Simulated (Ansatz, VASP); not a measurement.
**Two plane-wave programs on InP**

File POSCAR:

```
InP
1.0
    0.0000000000      2.9305000000      2.9305000000
    2.9305000000      0.0000000000      2.9305000000
    2.9305000000      2.9305000000      0.0000000000
In P
1 1
Direct
    0.0000000000      0.0000000000      0.0000000000
    0.2500000000      0.2500000000      0.2500000000
```

File INCAR.step1:

```
SYSTEM = InP
ALGO     = Normal         ! electronic algorithm
EDIFF    = 1E-5           ! SCF threshold, eV
ENCUT    = 550            ! plane-wave cutoff, eV
GGA      = PE             ! functional
GGA_COMPAT= .FALSE.      
ISMEAR   = 0              ! smearing method
LASPH    = .TRUE.         ! aspherical terms in the spheres
LCHARG   = .FALSE.        ! write CHGCAR
LREAL    = .FALSE.        ! projectors in reciprocal space
LWAVE    = .TRUE.         ! write WAVECAR
NBANDS   = 16             ! bands
NELM     = 120            ! most SCF steps
PREC     = Accurate       ! precision mode
SIGMA    = 0.01           ! smearing width, eV
```

INCAR.step2

```
SYSTEM = InP
ALGO     = Normal         ! electronic algorithm
EDIFF    = 1E-6           ! SCF threshold, eV
ENCUT    = 550            ! plane-wave cutoff, eV
GGA_COMPAT= .FALSE.      
ISIF     = 2              ! what is computed and relaxed
ISMEAR   = 0              ! smearing method
ISTART   = 1            
LASPH    = .TRUE.         ! aspherical terms in the spheres
LCHARG   = .FALSE.        ! write CHGCAR
LMIXTAU  = .TRUE.       
LREAL    = .FALSE.        ! projectors in reciprocal space
LWAVE    = .FALSE.        ! write WAVECAR
METAGGA  = R2SCAN         ! meta-GGA
NBANDS   = 16             ! bands
NELM     = 120            ! most SCF steps
PREC     = Accurate       ! precision mode
SIGMA    = 0.01           ! smearing width, eV
```

Contents of KPOINTS:

```
k-points
0
G
  3 3 3
  0 0 0
```

Input for Ansatz:

```yaml
crystal:
  lattice:
    - [0.0, 2.9305, 2.9305]
    - [2.9305, 0.0, 2.9305]
    - [2.9305, 2.9305, 0.0]
  atoms:
    - { symbol: In, position: [0.0, 0.0, 0.0] }
    - { symbol: P, position: [0.25, 0.25, 0.25] }
kpoints:
  mp_grid:
    grid: [3, 3, 3]
hamiltonian:
  xc: r2scan
  pseudopotentials:
    kind: nc
scf:
  convergence:
    dr2_threshold: 1.0e-06
  lower_state_search: light
  occupations:
    method: fixed
output:
  optics:
    de: 0.1
    nscf_kmesh:
      grid: [7, 7, 7]
    bands:
      spectra_wanted_up_to: 10.0
```

Alike in both runs: task single point; functional r2SCAN; k mesh 3 × 3 × 3; no spin polarisation.

```csv
,VASP,Ansatz
version,VASP 6.6.1,Ansatz 0.2.0
potentials or method,"VASP PAW PBE potentials, release 64 (In_d, P)","plane waves, norm-conserving potentials"
plane-wave cutoff (eV),550,1220
occupations,"gaussian, width 0.01 eV",fixed
valence electrons in the cell,18,18
```

VASP gave:

- gap on the k mesh at the Fermi level (eV): 1.14

**Question.** Which values does Ansatz return?

**Answer.** gap on the k mesh at the Fermi level (eV): 1.13.

VASP's potentials were made for PBE, not for r2SCAN.

The k mesh is coarse, so the values compare programs but aren't converged.
